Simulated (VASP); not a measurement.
# KBr (Fm-3m) in VASP: further runs

The runs below take KBr through single point, relaxation of cell and atoms, with BLYP, revPBE, PBE.

Everything below comes from runs of VASP 6.6.1. Logs are shortened: lines on timing, memory, paths and dates and some standing lists are left out, and cuts for length are marked.

## Step 1: The cell of the first run

The structure is cubic, space group Fm-3m (No. 225). Conventional cell: a = 6.814 Å, b = 6.814 Å, c = 6.814 Å, α = 90.00°, β = 90.00°, γ = 90.00°. Within 4.5 Å of Br (site symmetry m-3m) lie 6 K at 3.41 Å. K (site symmetry m-3m) has 6 Br at 3.41 Å within 4.5 Å.

## Step 2: Single point, BLYP

Input file INCAR:

```
  PREC = Accurate
  ENCUT = 520
  EDIFF = 1E-6
  ISMEAR = -1
  SIGMA = 0.05
  LREAL = F
  LASPH = T
  NELM = 100
  ALGO = Normal
  ISIF = 2
  LWAVE = F
  LCHARG = F
  GGA = B5
  ALDAX = 1.0
  AGGAX = 1.0
  AGGAC = 1.0
  ALDAC = 0.0
  NBANDS = 15
```

Input file KPOINTS:

```
regular mesh
0
Gamma
  7 7 7
```

Input file POSCAR:

```
KBr
1.0
    0.0000000000      3.4072061757      3.4072061757
    3.4072061757      0.0000000000      3.4072061757
    3.4072061757      3.4072061757      0.0000000000
Br K
1 1
Direct
    0.5000000000      0.5000000000      0.5000000000
    0.0000000000      0.0000000000      0.0000000000
```

Potentials or basis: VASP PAW PBE potentials, release 64 (Br, K_sv).

Command:

```console
> cat potpaw_PBE.64/Br/POTCAR potpaw_PBE.64/K_sv/POTCAR > POTCAR
> mpirun -np 1 vasp_std > vasp.out
```

OUTCAR:

```text
PREC = Accurate
   ENCUT = 520
   EDIFF = 1E-6
   ISMEAR = -1
   LREAL = F
   LASPH = T
   NELM = 100
   ISIF = 2
   GGA = B5

 ion  position               nearest neighbor table
   1  0.500  0.500  0.500-
   2  0.000  0.000  0.000-

  LATTYP: Found a face centered cubic cell.
 ALAT       =     6.8144123514

  Lattice vectors:

 A1 = (   0.0000000000,   3.4072061757,   3.4072061757)
 A2 = (   3.4072061757,   0.0000000000,   3.4072061757)
 A3 = (   3.4072061757,   3.4072061757,   0.0000000000)

Analysis of symmetry for initial positions (statically):
=====================================================================
 Subroutine PRICEL returns:
 Original cell was already a primitive cell.

 Routine SETGRP: Setting up the symmetry group for a
 face centered cubic supercell.

 Subroutine GETGRP returns: Found 48 space group operations
 (whereof 48 operations were pure point group operations)
 out of a pool of 48 trial point group operations.

The static configuration has the point symmetry O_h .

Analysis of symmetry for dynamics (positions and initial velocities):
=====================================================================
 Subroutine PRICEL returns:
 Original cell was already a primitive cell.

 Routine SETGRP: Setting up the symmetry group for a
 face centered cubic supercell.

 Subroutine GETGRP returns: Found 48 space group operations
 (whereof 48 operations were pure point group operations)
 out of a pool of 48 trial point group operations.

The dynamic configuration has the point symmetry O_h .

 Subroutine INISYM returns: Found 48 space group operations
 (whereof 48 operations are pure point group operations),
 and found     1 'primitive' translations

----------------------------------------------------------------------------------------

                                     Primitive cell

  volume of cell :      79.1089

  direct lattice vectors                    reciprocal lattice vectors
     0.000000000  3.407206176  3.407206176    -0.146747797  0.146747797  0.146747797
     3.407206176  0.000000000  3.407206176     0.146747797 -0.146747797  0.146747797
     3.407206176  3.407206176  0.000000000     0.146747797  0.146747797 -0.146747797

  length of vectors
     4.818517183  4.818517183  4.818517183     0.254174640  0.254174640  0.254174640

  position of ions in fractional coordinates (direct lattice)
     0.500000000  0.500000000  0.500000000
     0.000000000  0.000000000  0.000000000

  ion indices of the primitive-cell ions
   primitive index   ion index
                 1           1
                 2           2

----------------------------------------------------------------------------------------

 KPOINTS: regular mesh

Automatic generation of k-mesh.
 Grid dimensions read from file:
 generate k-points for:    7    7    7

 Generating k-lattice:

  Cartesian coordinates                     Fractional coordinates (reciprocal lattice)
    -0.020963971  0.020963971  0.020963971     0.142857143  0.000000000  0.000000000
     0.020963971 -0.020963971  0.020963971     0.000000000  0.142857143  0.000000000
     0.020963971  0.020963971 -0.020963971     0.000000000  0.000000000  0.142857143

  Length of vectors
     0.036310663  0.036310663  0.036310663

  Shift w.r.t. Gamma in fractional coordinates (k-lattice)
     0.000000000  0.000000000  0.000000000

 Subroutine IBZKPT returns following result:
 ===========================================

 Found     20 irreducible k-points:

 Following reciprocal coordinates:
            Coordinates               Weight
  0.000000  0.000000  0.000000      1.000000
  0.142857  0.000000  0.000000      8.000000
  0.285714  0.000000  0.000000      8.000000
  0.428571  0.000000  0.000000      8.000000
  0.142857  0.142857  0.000000      6.000000
  0.285714  0.142857  0.000000     24.000000
[... 12 lines left out ...]
 -0.428571  0.428571  0.142857     24.000000
 -0.285714  0.428571  0.142857     24.000000
   k-points           NKPTS =     20   k-points in BZ     NKDIM =     20   number of bands    NBANDS=     15
   number of dos      NEDOS =    301   number of ions     NIONS =      2
   total plane-waves  NPLWV =  46656
   dimension x,y,z NGX =    36 NGY =   36 NGZ =   36
   dimension x,y,z NGXF=    72 NGYF=   72 NGZF=   72
   ions per type =               1   1
   NGX,Y,Z   is equivalent  to a cutoff of  12.42, 12.42, 12.42 a.u.
   NGXF,Y,Z  is equivalent  to a cutoff of  24.84, 24.84, 24.84 a.u.
 SYSTEM =  unknown system
   PREC   = accura    normal or accurate (medium, high low for compatibility)
   ISTART =      0    job   : 0-new  1-cont  2-samecut
   ICHARG =      2    charge: 1-file 2-atom 10-const
   ISPIN  =      1    spin polarized calculation?
   LNONCOLLINEAR =      F non collinear calculations
   LSORBIT =      F    spin-orbit coupling
   LASPH  =      T    aspherical Exc in radial PAW
   ENCUT  =  520.0 eV  38.22 Ry    6.18 a.u.   8.96  8.96  8.96*2*pi/ulx,y,z
   NELM   =    100;   NELMIN=  2; NELMDL= -5     # of ELM steps
   EDIFF  = 0.1E-05   stopping-criterion for ELM
   LREAL  =      F    real-space projection
   EDIFFG = 0.1E-04   stopping-criterion for IOM
   NSW    =      0    number of steps for IOM
   IBRION =     -1    ionic relax: 0-MD 1-quasi-New 2-CG
   NFREE  =      0    steps in history (QN), initial steepest desc. (CG)
   ISIF   =      2    stress and relaxation
   ISYM   =      2    0-nonsym 1-usesym 2-fastsym
   POTIM  = 0.5000    time-step for ionic-motion
   TEBEG  =    0.0;   TEEND  =   0.0 temperature during run
   PSTRESS=    0.0 pullay stress
   NELECT =      16.0000    total number of electrons
   NUPDOWN=      -1.0000    fix difference up-down
   EMIN   =  10.00;   EMAX   =-10.00  energy-range for DOS
   EFERMI =   0.00;   METHOD = LEGACY
   ISMEAR =    -1;   SIGMA  =   0.05  broadening in eV -4-tet -1-fermi 0-gaus
   EFERMI_NEDOS =   21; number of points for ismear=-14 and -15
   IALGO  =     38    algorithm
   IMIX   =      4    mixing-type and parameters
     AMIX     =   0.40;   BMIX     =  1.00
     AMIX_MAG =   1.60;   BMIX_MAG =  1.00
  volume/ion in A,a.u.               =      39.55       266.93
  Fermi-wavevector in a.u.,A,eV,Ry     =   0.960962  1.815956 12.564284  0.923449
  Thomas-Fermi vector in A             =   2.090293
   LORBIT       =      0    0 simple, 1 ext, 2 COOP (PROOUT), +10 PAW based schemes
   GGA     = B5    functional components
   LHFCALC =     F    Hartree Fock is set to
   AEXX    =    0.0000 exact exchange contribution
   IVDW    =     0    specifies the selected vdW correction
   LEPSILON=     F    determine dielectric tensor
   LRPA    =     F    only Hartree local field effects (RPA)
 non-spin polarized calculation
  energy-cutoff  :      520.00
  volume of cell :       79.11
 maximum number of plane-waves:      2145
   NGX = 17   NGY = 17   NGZ = 17

 number of electron      16.0000003 magnetization

 Free energy of the ion-electron system (eV)
  ---------------------------------------------------
  ext. energy  EPLUGINS =         0.00000000
  ---------------------------------------------------
  free energy    TOTEN  =        -5.83405765 eV

  energy without entropy =       -5.83405765  energy(sigma->0) =       -5.83405765

 E-fermi :  -0.6158     XC(G=0):  -6.7138

 val. band max:       -1.8048344690   @ k =   0.0000   0.0000   0.0000
 cond. band min:       2.3829932289   @ k =   0.0000   0.0000   0.0000
 fundamental gap:      4.1878276980
 Fermi energy:        -0.6157827236

 k-point     1 :       0.0000    0.0000    0.0000
  band No.  band energies     occupation
      1     -29.8083      2.00000
      2     -14.0020      2.00000
      3     -13.3544      2.00000
      4     -13.3544      2.00000
      5     -13.3544      2.00000
      6      -1.8048      2.00000
      7      -1.8048      2.00000
      8      -1.8048      2.00000
      9       2.3830      0.00000
     10       5.6853      0.00000
     11       5.6853      0.00000
     12       5.6853      0.00000
     13       6.4297      0.00000
     14       6.4297      0.00000
     15       9.7613      0.00000

 k-point     2 :       0.1429    0.0000    0.0000
  band No.  band energies     occupation
      1     -29.8077      2.00000
      2     -14.0443      2.00000
      3     -13.3553      2.00000
      4     -13.3553      2.00000
      5     -13.3026      2.00000
      6      -2.0429      2.00000
      7      -1.8579      2.00000
      8      -1.8579      2.00000
      9       2.8384      0.00000
     10       5.5867      0.00000
     11       5.9018      0.00000
     12       5.9018      0.00000
     13       6.6559      0.00000
     14       6.6559      0.00000
     15      10.3239      0.00000

 k-point     3 :       0.2857    0.0000    0.0000
  band No.  band energies     occupation
      1     -29.8063      2.00000
      2     -14.1226      2.00000
      3     -13.3571      2.00000
      4     -13.3571      2.00000
      5     -13.2028      2.00000
      6      -2.4792      2.00000
      7      -1.9721      2.00000
      8      -1.9721      2.00000
      9       3.8130      0.00000
     10       5.6024      0.00000
     11       6.4953      0.00000
     12       6.4953      0.00000
     13       7.2649      0.00000
     14       7.2649      0.00000
     15       9.4326      0.00000
[... 271 lines left out ...]
 k-point    19 :      -0.4286    0.4286    0.1429
  band No.  band energies     occupation
      1     -29.8041      2.00000
      2     -14.0119      2.00000
      3     -13.3942      2.00000
      4     -13.3839      2.00000
      5     -13.2904      2.00000
      6      -2.4761      2.00000
      7      -2.1509      2.00000
      8      -2.1493      2.00000
      9       4.6752      0.00000
     10       5.3416      0.00000
     11       6.5051      0.00000
     12       7.2842      0.00000
     13       7.6195      0.00000
     14       8.3292      0.00000
     15       8.7505      0.00000

 k-point    20 :      -0.2857    0.4286    0.1429
  band No.  band energies     occupation
      1     -29.8040      2.00000
      2     -14.0379      2.00000
      3     -13.3987      2.00000
      4     -13.3829      2.00000
      5     -13.2539      2.00000
      6      -2.3797      2.00000
      7      -2.3456      2.00000
      8      -2.1573      2.00000
      9       5.1728      0.00000
     10       5.8271      0.00000
     11       6.0294      0.00000
     12       6.7631      0.00000
     13       8.2158      0.00000
     14       8.2321      0.00000
     15       8.8550      0.00000

------------------------ aborting loop because EDIFF is reached ----------------------------------------

  FORCE on cell =-STRESS in cart. coord.  units (eV):
  Direction    XX          YY          ZZ          XY          YZ          ZX
  --------------------------------------------------------------------------------------
  -------------------------------------------------------------------------------------
  Total        0.0212689      0.0212689      0.0212689     -0.0000000     -0.0000000      0.0000000
  in kB        0.4307543      0.4307543      0.4307543     -0.0000000     -0.0000000      0.0000000
  external PRESSURE =       0.4307543 kB  Pullay stress =       0.0000000 kB

 VOLUME and BASIS-vectors are now :
 -----------------------------------------------------------------------------
  energy-cutoff  :      520.00
  volume of cell :       79.11
      direct lattice vectors                 reciprocal lattice vectors
     0.000000000  3.407206176  3.407206176    -0.146747797  0.146747797  0.146747797
     3.407206176  0.000000000  3.407206176     0.146747797 -0.146747797  0.146747797
     3.407206176  3.407206176  0.000000000     0.146747797  0.146747797 -0.146747797

 POSITION                                       TOTAL-FORCE (eV/Angst)
 -----------------------------------------------------------------------------------
      3.40721      3.40721      3.40721         0.000000      0.000000      0.000000
      0.00000      0.00000      0.00000        -0.000000     -0.000000     -0.000000
 -----------------------------------------------------------------------------------
    total drift:                                0.000000      0.000000      0.000000

  FREE ENERGIE OF THE ION-ELECTRON SYSTEM (eV)
  ---------------------------------------------------
  free  energy   TOTEN  =        -5.8340576470 eV

  energy  without entropy=       -5.8340576470  energy(sigma->0) =       -5.83405765
```

Run time: 79 s. Hardware: 1 thread of AMD EPYC 7R13, shared host; peak memory 0.18 GiB.

Results:

| Property | Result |
| --- | --- |
| Free energy | -5.8341 eV |
| Pressure | 0.0 GPa |
| Band gap on the k mesh | 4.19 eV |

Caveat: the PAW data sets were made with another functional, which shifts forces and pressure a little; an odd mesh through Γ misses points on the zone boundary, where band edges can lie.

## Step 3: Single point, revPBE

This run uses another cell than the first one, of 40.94 Å³/atom.

Input file INCAR:

```
SYSTEM = KBr
ALGO     = Normal         ! electronic algorithm
EDIFF    = 1E-6           ! SCF threshold, eV
ENCUT    = 520            ! plane-wave cutoff, eV
GGA      = RE             ! functional
ISIF     = 2              ! what is computed and relaxed
ISMEAR   = -1             ! smearing method
LASPH    = .TRUE.         ! aspherical terms in the spheres
LCHARG   = .FALSE.        ! write CHGCAR
LREAL    = .FALSE.        ! projectors in reciprocal space
LWAVE    = .FALSE.        ! write WAVECAR
NBANDS   = 15             ! bands
NELM     = 100            ! most SCF steps
PREC     = Accurate       ! precision mode
SIGMA    = 0.05           ! smearing width, eV
```

Input file KPOINTS:

```
k-points
0
G
  7 7 7
  0 0 0
```

Input file POSCAR:

```
KBr
1.0
    0.0000000000      3.4465336198      3.4465336198
    3.4465336198      0.0000000000      3.4465336198
    3.4465336198      3.4465336198      0.0000000000
Br K
1 1
Direct
    0.5000000000      0.5000000000      0.5000000000
    0.0000000000      0.0000000000      0.0000000000
```

Potentials or basis: VASP PAW PBE potentials, release 64 (Br, K_sv).

Command:

```console
> cat potpaw_PBE.64/Br/POTCAR potpaw_PBE.64/K_sv/POTCAR > POTCAR
> mpirun -np 1 vasp_std > vasp.out
```

OUTCAR:

```text
SYSTEM = KBr
   EDIFF = 1E-6
   ENCUT = 520
   GGA = RE
   ISIF = 2
   ISMEAR = -1
   LASPH = .TRUE.
   LREAL = .FALSE.
   NELM = 100
   PREC = Accurate

 ion  position               nearest neighbor table
   1  0.500  0.500  0.500-
   2  0.000  0.000  0.000-

  LATTYP: Found a face centered cubic cell.
 ALAT       =     6.8930672396

  Lattice vectors:

 A1 = (   0.0000000000,   3.4465336198,   3.4465336198)
 A2 = (   3.4465336198,   0.0000000000,   3.4465336198)
 A3 = (   3.4465336198,   3.4465336198,   0.0000000000)

Analysis of symmetry for initial positions (statically):
=====================================================================
 Subroutine PRICEL returns:
 Original cell was already a primitive cell.

 Routine SETGRP: Setting up the symmetry group for a
 face centered cubic supercell.

 Subroutine GETGRP returns: Found 48 space group operations
 (whereof 48 operations were pure point group operations)
 out of a pool of 48 trial point group operations.

The static configuration has the point symmetry O_h .

Analysis of symmetry for dynamics (positions and initial velocities):
=====================================================================
[... 168 lines left out ...]
      8      -2.0943      2.00000
      9       2.3073      0.00000
     10       5.6190      0.00000
     11       5.6190      0.00000
     12       5.6190      0.00000
     13       6.3038      0.00000
     14       6.3038      0.00000
[... 329 lines left out ...]
      2     -14.2562      2.00000
      3     -13.7447      2.00000
      4     -13.7318      2.00000
      5     -13.6048      2.00000
      6      -2.6112      2.00000
      7      -2.5883      2.00000
      8      -2.4103      2.00000
      9       5.0507      0.00000
     10       5.6717      0.00000
     11       5.9070      0.00000
     12       6.6038      0.00000
     13       8.0041      0.00000
     14       8.0778      0.00000
     15       8.6181      0.00000

------------------------ aborting loop because EDIFF is reached ----------------------------------------

  FORCE on cell =-STRESS in cart. coord.  units (eV):
  Direction    XX          YY          ZZ          XY          YZ          ZX
  --------------------------------------------------------------------------------------
  -------------------------------------------------------------------------------------
  Total        0.0081997      0.0081997      0.0081997      0.0000000     -0.0000000     -0.0000000
  in kB        0.1604461      0.1604461      0.1604461      0.0000000     -0.0000000     -0.0000000
  external PRESSURE =       0.1604461 kB  Pullay stress =       0.0000000 kB

 VOLUME and BASIS-vectors are now :
 -----------------------------------------------------------------------------
  energy-cutoff  :      520.00
  volume of cell :       81.88
      direct lattice vectors                 reciprocal lattice vectors
     0.000000000  3.446533620  3.446533620    -0.145073298  0.145073298  0.145073298
     3.446533620  0.000000000  3.446533620     0.145073298 -0.145073298  0.145073298
     3.446533620  3.446533620  0.000000000     0.145073298  0.145073298 -0.145073298

 POSITION                                       TOTAL-FORCE (eV/Angst)
 -----------------------------------------------------------------------------------
      3.44653      3.44653      3.44653         0.000000      0.000000      0.000000
      0.00000      0.00000      0.00000        -0.000000     -0.000000     -0.000000
 -----------------------------------------------------------------------------------
    total drift:                                0.000000      0.000000      0.000000

  FREE ENERGIE OF THE ION-ELECTRON SYSTEM (eV)
  ---------------------------------------------------
  free  energy   TOTEN  =        -5.9201384937 eV

  energy  without entropy=       -5.9201384937  energy(sigma->0) =       -5.92013849
```

OSZICAR:

```text
N       E                     dE             d eps       ncg     rms          rms(c)
DAV:   1     0.973912874489E+02    0.97391E+02   -0.66448E+03   600   0.913E+02
DAV:   2     0.651088122947E+00   -0.96740E+02   -0.90011E+02   782   0.221E+02
DAV:   3    -0.580624951448E+01   -0.64573E+01   -0.64260E+01   838   0.509E+01
DAV:   4    -0.610271926177E+01   -0.29647E+00   -0.29643E+00   920   0.920E+00
DAV:   5    -0.610478480900E+01   -0.20655E-02   -0.20655E-02   859   0.885E-01    0.252E+00
DAV:   6    -0.590169712023E+01    0.20309E+00   -0.26500E-01   761   0.234E+00    0.175E+00
DAV:   7    -0.589724997495E+01    0.44471E-02   -0.15029E-01   810   0.201E+00    0.871E-01
DAV:   8    -0.591760832431E+01   -0.20358E-01   -0.24269E-02   636   0.108E+00    0.143E-01
DAV:   9    -0.591926659041E+01   -0.16583E-02   -0.18946E-03   824   0.266E-01    0.102E-01
DAV:  10    -0.592008127007E+01   -0.81468E-03   -0.10979E-03   628   0.194E-01    0.302E-02
DAV:  11    -0.592012237069E+01   -0.41101E-04   -0.76215E-05   880   0.465E-02    0.568E-03
DAV:  12    -0.592013811237E+01   -0.15742E-04   -0.25442E-05   635   0.333E-02    0.615E-03
DAV:  13    -0.592013849369E+01   -0.38133E-06   -0.10305E-06   769   0.601E-03
   1 F= -.59201385E+01 E0= -.59201385E+01  d E =-.198449E-10
```

It took 53 s on 1 thread of AMD EPYC 7R13, shared host; peak memory 0.18 GiB.

Results:

* Free energy: -5.9201 eV
* Pressure: 0.0 GPa
* Band gap on the k mesh: 4.40 eV

Caveat: the PAW data sets were made with another functional, which shifts forces and pressure a little; an odd mesh through Γ misses points on the zone boundary, where band edges can lie. Expect the measured gap to be larger: semilocal functionals such as revPBE lack the derivative discontinuity.

(Part 1 of 2 ends here.)
